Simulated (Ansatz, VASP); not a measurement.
# Al2RuN3 in VASP and in Ansatz

```
Al Ru N
1.0
     2.76880    1.59857    2.54130
    -2.76880    1.59857    2.54130
     0.00000   -3.19714    2.54130
Al Ru N
2 1 3
Direct
  0.67766 0.67766 0.67766
  0.32234 0.32234 0.32234
  0.00000 0.00000 0.00000
  0.00000 0.50000 0.00000
  0.50000 0.00000 0.00000
  0.00000 0.00000 0.50000
```

Change from the starting cell: species swapped into the Ta2MnV3 type (R-3m, No. 166).

Alike in both runs: functional PBE; k mesh 12 × 12 × 12; occupations gaussian, width 0.1 eV; no spin polarisation.

Ansatz relaxed the structure, and its values are those at the end. VASP's run is a single point on that final structure, the one shown.

```csv
,VASP,Ansatz
version,VASP 6.6.1,Ansatz 0.2.0
potentials or method,"VASP PAW PBE potentials, release 64 (Al, Ru_pv, N), cutoff 520 eV","scalar-relativistic, plane waves, PAW"
valence electrons in the cell,35,37
```

|  | VASP | Ansatz | Ansatz less VASP |
| --- | --- | --- | --- |
| gap on the k mesh at the Fermi level (eV) | none | none | - |
| pressure (GPa) | -0.1 | 0.0 | +0.08 |

A gap of «none» marks a metal or a gap that the smearing closes. VASP's potentials hold 35 valence electrons a cell and Ansatz's 37, so a difference there can come from the potentials and not from the codes.
